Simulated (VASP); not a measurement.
# Si5Mo3 in VASP: notebook

Runs on Si5Mo3. Level: PBE. Tasks: single point.

Program: VASP 6.6.1. These are calculated values, not measurements. Logs are shortened: lines on timing, memory, paths and dates and some standing lists are left out, and cuts for length are marked.

## 1. The cell of the first run

The cell holds a disordered packing, 24 atoms: a = 7.460 Å, b = 6.805 Å, c = 7.543 Å, α = 88.30°, β = 87.28°, γ = 88.68°.

## 2. Single point, PBE

Contents of INCAR:

```
SYSTEM = Si5Mo3
PREC = Accurate ; ENCUT = 520
EDIFF = 1E-7 ; ISMEAR = -1
SIGMA = 0.2671 ; LREAL = Auto
LASPH = .TRUE. ; NELM = 60
ALGO = Normal ; ISIF = 2
LWAVE = .FALSE. ; LCHARG = .FALSE.
GGA = PE ; ISYM = 0
NBANDS = 111
```

Contents of KPOINTS:

```
Automatic mesh
0
Gamma
  1 1 1
  0.25 0.25 0.25
```

Contents of POSCAR:

```
Si5Mo3
1.0
    7.4574090000      0.0809830000      0.1775480000
    0.0809830000      6.8034930000      0.1053960000
    0.1775480000      0.1053960000      7.5398230000
Si Mo
15 9
Direct
   -0.0359207991      0.0849258980      0.7474403333
    0.5380115922      0.0565252708      0.2459668590
    0.7848850819      0.6199623661      0.5752783149
    0.3583243329      0.3467856017      0.7039964222
    0.3331212627      0.6736496637      0.6378237269
    0.1406769680      0.4329071129      0.9490402371
    0.3054425308      0.0511174522      0.8638479596
    0.6530681099      0.9596956779      0.5987111339
    0.4034083848      0.7006027882     -0.0433924090
    0.3220652324      1.0663950990      0.4879748748
    0.6602119030      0.2863906502      0.8106880318
    0.6353710023      0.7443112538      0.2110359514
    0.2474069742      0.6309124525      0.2924663799
    0.6555211374      0.0298766979      0.9718682585
    0.5146483702      0.5193250297      0.3949867829
    0.7447627848      0.2737207860      0.5167029493
    0.8802607042      0.9554057394      0.1763595152
    0.7700409237      0.6132143764      0.9379488659
    0.0866357271      0.7933983142      0.9500370222
    0.5224712208      0.3593641805      0.1103365069
    0.8889202066      0.4821107958      0.2553431885
    0.1556584124      0.2308836101      0.2634662579
    0.0723409069      0.3874642287      0.5790110506
    0.0240392792      0.8788719173      0.4901636669
```

Potentials or basis: VASP PAW PBE potentials, release 64 (Si, Mo_sv).

Run with:

```bash
$ cat potpaw_PBE.64/Si/POTCAR potpaw_PBE.64/Mo_sv/POTCAR > POTCAR
$ mpirun -np 1 vasp_std > vasp.out
```

OUTCAR:

```text
SYSTEM = Si5Mo3
   PREC = Accurate
   ENCUT = 520
   EDIFF = 1E-7
   ISMEAR = -1
   LREAL = Auto
   LASPH = .TRUE.
   NELM = 60
   ISIF = 2
   GGA = PE
   ISYM = 0

 ion  position               nearest neighbor table
   1  0.964  0.085  0.747-  24 2.45  23 2.52  19 2.64  11 2.65  16 2.72   7 2.74   8 2.79  14 2.82

   2  0.538  0.057  0.246-  14 2.22  12 2.25  20 2.28  10 2.38  17 2.66   8 2.89  16 3.05  22 3.06

   3  0.785  0.620  0.575-  16 2.44   8 2.50  24 2.58  15 2.60  23 2.64  21 2.69  18 2.73  11 2.98
                            12 3.10
   4  0.358  0.347  0.704-   5 2.27   7 2.35  23 2.38  11 2.45   6 2.48  10 2.57  15 2.80   9 3.15
                            16 3.18
   5  0.333  0.674  0.638-   4 2.27  15 2.47   9 2.50  13 2.74  23 2.84  10 2.87  24 2.92  19 3.04
                             8 3.11   7 3.12   6 3.13
   6  0.141  0.433  0.949-   4 2.48  19 2.48   9 2.71  22 2.71  23 2.89   7 2.92  21 2.93  18 3.00
                            13 3.10   5 3.13  20 3.17
   7  0.305  0.051  0.864-   4 2.35  19 2.48   9 2.57   1 2.74  14 2.77  10 2.83   6 2.92   5 3.12
                            11 3.13
   8  0.653  0.960  0.599-  16 2.32   3 2.50  10 2.72  11 2.78   1 2.79  14 2.87   2 2.89  24 2.89
                             5 3.11
   9  0.403  0.701  0.957-  19 2.43   5 2.50   7 2.57  12 2.67   6 2.71  20 2.71  13 2.77  18 2.78
                            14 2.97   4 3.15
  10  0.322  0.066  0.488-   2 2.38  22 2.38   4 2.57  24 2.59   8 2.72   7 2.83   5 2.87  23 2.91

  11  0.660  0.286  0.811-  14 2.10  16 2.28   4 2.45  20 2.50  18 2.61   1 2.65   8 2.78   3 2.98
                             7 3.13
  12  0.635  0.744  0.211-  15 2.21   2 2.25  17 2.35  18 2.43  21 2.60  14 2.61   9 2.67  20 2.90
                            13 3.04   3 3.10
  13  0.247  0.631  0.292-  15 2.28   5 2.74  24 2.76   9 2.77  22 2.84  21 2.91  23 2.96  20 3.04
                            12 3.04  19 3.07   6 3.10
  14  0.656  0.030  0.972-  11 2.10   2 2.22  17 2.37  12 2.61  20 2.65   7 2.77   1 2.82   8 2.87
                            18 2.96   9 2.97
  15  0.515  0.519  0.395-  12 2.21  13 2.28  20 2.43   5 2.47  16 2.55   3 2.60   4 2.80  21 2.95

  16  0.745  0.274  0.517-  11 2.28   8 2.32   3 2.44  15 2.55  21 2.60  23 2.65   1 2.72   2 3.05
                             4 3.18  24 3.37
  17  0.880  0.955  0.176-  12 2.35  14 2.37  19 2.51   2 2.66  24 2.68  22 2.92  18 3.13  21 3.26

  18  0.770  0.613  0.938-  12 2.43  11 2.61  19 2.69  21 2.71   3 2.73   9 2.78  20 2.81  14 2.96
                             6 3.00  17 3.13
  19  0.087  0.793  0.950-   9 2.43   7 2.48   6 2.48  17 2.51   1 2.64  18 2.69   5 3.04  13 3.07
                            21 3.39
  20  0.522  0.359  0.110-   2 2.28  15 2.43  11 2.50  14 2.65   9 2.71  18 2.81  12 2.90  13 3.04
                            22 3.06  21 3.13   6 3.17
  21  0.889  0.482  0.255-  22 2.59  12 2.60  16 2.60   3 2.69  18 2.71  23 2.90  13 2.91   6 2.93
                            15 2.95  20 3.13  17 3.26  19 3.39  24 3.47
  22  0.156  0.231  0.263-  10 2.38  21 2.59  23 2.68   6 2.71  13 2.84  17 2.92  24 3.05  20 3.06
                             2 3.06
  23  0.072  0.387  0.579-   4 2.38   1 2.52   3 2.64  16 2.65  22 2.68   5 2.84   6 2.89  21 2.90
                            10 2.91  13 2.96  24 3.41
  24  0.024  0.879  0.490-   1 2.45   3 2.58  10 2.59  17 2.68  13 2.76   8 2.89   5 2.92  22 3.05
                            16 3.37  23 3.41  21 3.47

IMPORTANT INFORMATION: All symmetrisations will be switched off!
NOSYMM: (Re-)initialisation of all symmetry stuff for point group C_1.

----------------------------------------------------------------------------------------

                                     Primitive cell

  volume of cell :     382.2000

  direct lattice vectors                    reciprocal lattice vectors
     7.457409000  0.080983000  0.177548000     0.134186363 -0.001548626 -0.003138177
     0.080983000  6.803493000  0.105396000    -0.001548626  0.147033030 -0.002018846
     0.177548000  0.105396000  7.539823000    -0.003138177 -0.002018846  0.132731227

  length of vectors
     7.459961832  6.804791221  7.542649566     0.134231987  0.147055044  0.132783668

  position of ions in fractional coordinates (direct lattice)
     0.964079201  0.084925898  0.747440333
     0.538011592  0.056525271  0.245966859
     0.784885082  0.619962366  0.575278315
     0.358324333  0.346785602  0.703996422
     0.333121263  0.673649664  0.637823727
     0.140676968  0.432907113  0.949040237
[... 16 lines left out ...]
     0.072340907  0.387464229  0.579011051
     0.024039279  0.878871917  0.490163667

  ion indices of the primitive-cell ions
   primitive index   ion index
                 1           1
                 2           2
                 3           3
                 4           4
                 5           5
                 6           6
[... 16 lines left out ...]
                23          23
                24          24

----------------------------------------------------------------------------------------

 KPOINTS: Automatic mesh

Automatic generation of k-mesh.
 Grid dimensions read from file:
 generate k-points for:    1    1    1

 Generating k-lattice:

  Cartesian coordinates                     Fractional coordinates (reciprocal lattice)
     0.134186363 -0.001548626 -0.003138177     1.000000000 -0.000000000 -0.000000000
    -0.001548626  0.147033030 -0.002018846    -0.000000000  1.000000000 -0.000000000
    -0.003138177 -0.002018846  0.132731227    -0.000000000 -0.000000000  1.000000000

  Length of vectors
     0.134231987  0.147055044  0.132783668

  Shift w.r.t. Gamma in fractional coordinates (k-lattice)
     0.250000000  0.250000000  0.250000000

 Subroutine IBZKPT returns following result:
 ===========================================

 Found      1 irreducible k-points:

 Following reciprocal coordinates:
            Coordinates               Weight
  0.250000  0.250000  0.250000      2.000000
   k-points           NKPTS =      1   k-points in BZ     NKDIM =      1   number of bands    NBANDS=    111
   number of dos      NEDOS =    301   number of ions     NIONS =     24
   total plane-waves  NPLWV = 169344
   dimension x,y,z NGX =    56 NGY =   54 NGZ =   56
   dimension x,y,z NGXF=   112 NGYF=  108 NGZF=  112
   ions per type =              15   9
   NGX,Y,Z   is equivalent  to a cutoff of  12.48, 13.19, 12.34 a.u.
   NGXF,Y,Z  is equivalent  to a cutoff of  24.96, 26.39, 24.69 a.u.
 SYSTEM =  Si5Mo3
   PREC   = accura    normal or accurate (medium, high low for compatibility)
   ISTART =      0    job   : 0-new  1-cont  2-samecut
   ICHARG =      2    charge: 1-file 2-atom 10-const
   ISPIN  =      1    spin polarized calculation?
   LNONCOLLINEAR =      F non collinear calculations
   LSORBIT =      F    spin-orbit coupling
   LASPH  =      T    aspherical Exc in radial PAW
   ENCUT  =  520.0 eV  38.22 Ry    6.18 a.u.  13.87 12.65 14.02*2*pi/ulx,y,z
   NELM   =     60;   NELMIN=  2; NELMDL= -5     # of ELM steps
   EDIFF  = 0.1E-06   stopping-criterion for ELM
   LREAL  =      T    real-space projection
   EDIFFG = 0.1E-05   stopping-criterion for IOM
   NSW    =      0    number of steps for IOM
   IBRION =     -1    ionic relax: 0-MD 1-quasi-New 2-CG
   NFREE  =      0    steps in history (QN), initial steepest desc. (CG)
   ISIF   =      2    stress and relaxation
   ISYM   =      0    0-nonsym 1-usesym 2-fastsym
   POTIM  = 0.5000    time-step for ionic-motion
   TEBEG  =    0.0;   TEEND  =   0.0 temperature during run
   PSTRESS=    0.0 pullay stress
   NELECT =     186.0000    total number of electrons
   NUPDOWN=      -1.0000    fix difference up-down
   EMIN   =  10.00;   EMAX   =-10.00  energy-range for DOS
   EFERMI =   0.00;   METHOD = LEGACY
   ISMEAR =    -1;   SIGMA  =   0.27  broadening in eV -4-tet -1-fermi 0-gaus
   EFERMI_NEDOS =   21; number of points for ismear=-14 and -15
   IALGO  =     38    algorithm
   IMIX   =      4    mixing-type and parameters
     AMIX     =   0.40;   BMIX     =  1.00
     AMIX_MAG =   1.60;   BMIX_MAG =  1.00
  volume/ion in A,a.u.               =      15.92       107.47
  Fermi-wavevector in a.u.,A,eV,Ry     =   1.287703  2.433405 22.560883  1.658178
  Thomas-Fermi vector in A             =   2.419701
   LORBIT       =      0    0 simple, 1 ext, 2 COOP (PROOUT), +10 PAW based schemes
   GGA     = PE    functional components
   LHFCALC =     F    Hartree Fock is set to
   AEXX    =    0.0000 exact exchange contribution
   IVDW    =     0    specifies the selected vdW correction
   LEPSILON=     F    determine dielectric tensor
   LRPA    =     F    only Hartree local field effects (RPA)
 non-spin polarized calculation
  energy-cutoff  :      520.00
  volume of cell :      382.20
 maximum number of plane-waves:     10310
 NGX is ok and might be reduce to    56
   NGX = 27   NGY = 25   NGZ = 29

 number of electron     185.9999997 magnetization

 Free energy of the ion-electron system (eV)
  ---------------------------------------------------
  ext. energy  EPLUGINS =         0.00000000
  ---------------------------------------------------
  free energy    TOTEN  =      -169.20690172 eV

  energy without entropy =     -165.26852202  energy(sigma->0) =     -167.23771187

 E-fermi :   9.9056     XC(G=0): -11.5975

 val. band max:        9.8909823855   @ k =   0.2500   0.2500   0.2500
 cond. band min:      10.1044723406   @ k =   0.2500   0.2500   0.2500
 fundamental gap:      0.2134899551
 Fermi energy:         9.9055793297

 k-point     1 :       0.2500    0.2500    0.2500
  band No.  band energies     occupation
      1     -51.0733      2.00000
      2     -50.9211      2.00000
      3     -50.9101      2.00000
      4     -50.8862      2.00000
      5     -50.8559      2.00000
      6     -50.8384      2.00000
[... 97 lines left out ...]
    104      11.1189      0.02107
    105      11.2112      0.01496
 [bands above 105 left out]

------------------------ aborting loop because EDIFF is reached ----------------------------------------

  FORCE on cell =-STRESS in cart. coord.  units (eV):
  Direction    XX          YY          ZZ          XY          YZ          ZX
  --------------------------------------------------------------------------------------
  -------------------------------------------------------------------------------------
  Total        3.1155869     14.9494592     14.2371671      5.4383531    -14.2412375     -4.2001550
  in kB       13.0604996     62.6679385     59.6820193     22.7975053    -59.6990822    -17.6069952
  external PRESSURE =      45.1368191 kB  Pullay stress =       0.0000000 kB

 VOLUME and BASIS-vectors are now :
 -----------------------------------------------------------------------------
  energy-cutoff  :      520.00
  volume of cell :      382.20
      direct lattice vectors                 reciprocal lattice vectors
     7.457409000  0.080983000  0.177548000     0.134186363 -0.001548626 -0.003138177
     0.080983000  6.803493000  0.105396000    -0.001548626  0.147033030 -0.002018846
     0.177548000  0.105396000  7.539823000    -0.003138177 -0.002018846  0.132731227

 POSITION                                       TOTAL-FORCE (eV/Angst)
 -----------------------------------------------------------------------------------
      7.32912      0.73464      5.81569        -0.096753     -0.035411      1.087211
      4.06042      0.45406      1.95603        -0.914076     -0.114898      3.258231
      6.00556      4.34210      4.54219         0.175064      0.907112      0.683750
      2.82525      2.46257      5.40818         2.022446     -1.461121      0.561830
      2.65202      4.67737      4.93922        -1.141836      2.002145     -0.749853
      1.25264      3.05670      7.22620        -0.672196     -0.774656      0.959973
[... 16 lines left out ...]
      0.67366      2.70299      4.41932         0.114451      0.707592     -0.436497
      0.33747      6.03301      3.79264         1.035904     -0.918689      0.535430
 -----------------------------------------------------------------------------------
    total drift:                                0.000152      0.003795      0.003572

  FREE ENERGIE OF THE ION-ELECTRON SYSTEM (eV)
  ---------------------------------------------------
  free  energy   TOTEN  =      -169.2069017180 eV

  energy  without entropy=     -165.2685220183  energy(sigma->0) =     -167.23771187
```

Run time: 3.6 min. Hardware: 1 thread of Intel Xeon Platinum 8375C at 2.90GHz (Ice Lake), shared host; peak memory 0.39 GiB.

Results:

```
Free energy   : -169.2069 eV
Pressure      : 4.5 GPa
Largest force : 3.386 eV/Å
```

Forces on the atoms (eV/Å):
```
Si  -0.097 -0.035  1.087
Si  -0.914 -0.115  3.258
Si   0.175  0.907  0.684
Si   2.022 -1.461  0.562
Si  -1.142  2.002 -0.750
Si  -0.672 -0.775  0.960
Si   0.156  0.283  0.604
Si  -0.480 -2.660  0.283
Si   1.454 -0.778  0.151
Si  -0.173 -0.818  1.916
Si  -0.179  3.048 -0.234
Si  -0.441 -0.753 -0.449
Si  -2.209  0.013 -0.970
Si  -0.504 -3.009 -1.404
Si   0.941 -1.244  2.045
Mo  -0.543 -0.686 -2.937
Mo   1.934  1.368  1.208
Mo  -0.336  1.120 -1.265
Mo  -0.385  0.898 -0.432
Mo  -0.671  1.362 -1.068
Mo   1.531  1.398 -1.281
Mo  -0.619  0.144 -2.065
Mo   0.114  0.708 -0.436
Mo   1.036 -0.919  0.535
```

Stress tensor (GPa, compression positive):
```
 1.31  2.28 -1.76
 2.28  6.27 -5.97
-1.76 -5.97  5.97
```

Levels at points of the mesh, in eV from the Fermi level:
```tsv
k point	band 92	band 93	band 94	band 95	band 96	band 97
(0.25, 0.25, 0.25)	-0.15	-0.08	-0.01	0.20	0.31	0.40
```

Caveat: the k points lie up to 0.92 Å⁻¹ apart, too coarse for converged energies, forces and pressures; the atoms stand as in a frame of molecular dynamics; so wide a smearing shifts energies and pressures.

## 3. Single point, PBE

Contents of INCAR:

```
SYSTEM = Si5Mo3
  ALGO = Normal
  EDIFF = 1E-6
  ENCUT = 520
  GGA = PE
  ISIF = 2
  ISMEAR = -1
  ISYM = 0
  LASPH = .TRUE.
  LCHARG = .TRUE.
  LELF = .TRUE.
  LREAL = Auto
  LVHAR = .TRUE.
  LWAVE = .FALSE.
  NBANDS = 111
  NELM = 80
  PREC = Accurate
  SIGMA = 0.2671
```

KPOINTS is that of step 2.

Contents of POSCAR:

```
Si5Mo3
1.0
    7.4574090000      0.0809830000      0.1775480000
    0.0809830000      6.8034930000      0.1053960000
    0.1775480000      0.1053960000      7.5398230000
Si Mo
15 9
Direct
   -0.0186466123      0.0723998900      0.7791653743
    0.5753972194     -0.0001629456      0.3492846647
    0.8019771598      0.5799426975      0.6143060545
    0.4421700685      0.3506923263      0.7301790798
    0.2984560152      0.6497141710      0.5669600542
    0.1546465093      0.3494932426      0.9551542035
    0.2625371497      0.0365080936      0.9865307511
    0.6761834522      0.8528850040      0.6667281596
    0.3969060907      0.7160093174     -0.0719953772
    0.3911063727      0.9984810676      0.6055929874
    0.7199287460      0.3355701904      0.8521155384
    0.6289070519      0.6639905612      0.2354177096
    0.1399749141      0.5951115759      0.2256060062
    0.6661382244      0.0255019637      0.9929854700
    0.4798620188      0.4065813714      0.3837130405
    0.7099675836      0.2079037530      0.5621842120
    0.8782515825      0.9638681537      0.1855318540
    0.7502991562      0.6665566068      0.9387577779
    0.0572620883      0.7122816178      0.9167970650
    0.4759142941      0.3508968281      0.0817006244
    0.8193049212      0.3969151397      0.2533384115
    0.1543892588      0.2126478493      0.3100586397
    0.0826041021      0.3881693083      0.5625763780
    0.0318111009      0.9227211185      0.4883123765
```

Potentials or basis: VASP PAW PBE potentials, release 64 (Si, Mo_sv).

Run with:

```bash
$ cat potpaw_PBE.64/Si/POTCAR potpaw_PBE.64/Mo_sv/POTCAR > POTCAR
$ mpirun -np 1 vasp_std > vasp.out
```

Wall time 3.5 min (1 thread of Intel Xeon Platinum 8375C at 2.90GHz (Ice Lake), shared host); peak memory 0.39 GiB.

The run converged. Its results:

```
Free energy   : -170.7350 eV
Pressure      : 3.7 GPa
Largest force : 3.894 eV/Å
```

Forces in eV/Å, atoms in the order of the input:
```
Si   0.083  0.382  1.030
Si   0.004  0.095 -2.101
Si   1.437 -2.258 -1.707
Si  -2.142 -0.221 -0.538
Si   0.597  1.039  0.512
Si  -1.114  1.081 -0.667
Si   0.250 -1.016  0.566
Si  -0.813  2.587  0.305
Si   0.902 -0.782 -0.042
Si  -1.636  0.402  0.461
Si   1.431 -0.618  1.078
Si  -1.642  2.573  0.888
Si  -0.363 -0.122  0.569
Si  -2.805  0.389 -1.614
Si  -0.520 -0.509  2.242
Mo   1.148  0.513 -0.743
Mo   3.118 -0.484  2.283
Mo  -1.906  0.174  0.658
Mo   1.437  0.758 -1.386
Mo  -1.136 -0.365 -2.006
Mo   2.303 -1.620 -0.196
Mo   1.298 -0.631 -2.116
Mo  -0.673  0.058  1.686
Mo   0.740 -1.425  0.836
```

Stress tensor (GPa, compression positive):
```
 3.13 -2.18  0.74
-2.18  2.20 -1.07
 0.74 -1.07  5.76
```

Levels at points of the mesh, in eV from the Fermi level:
```
           k point  band 89  band 90  band 91  band 92  band 93  band 94  band 95  band 96  band 97  band 98
(0.25, 0.25, 0.25)    -0.59    -0.54    -0.26    -0.21    -0.05     0.08     0.19     0.28     0.45     0.58
```

Caveat: the k points lie up to 0.92 Å⁻¹ apart, too coarse for converged energies, forces and pressures; the atoms stand as in a frame of molecular dynamics; so wide a smearing shifts energies and pressures.
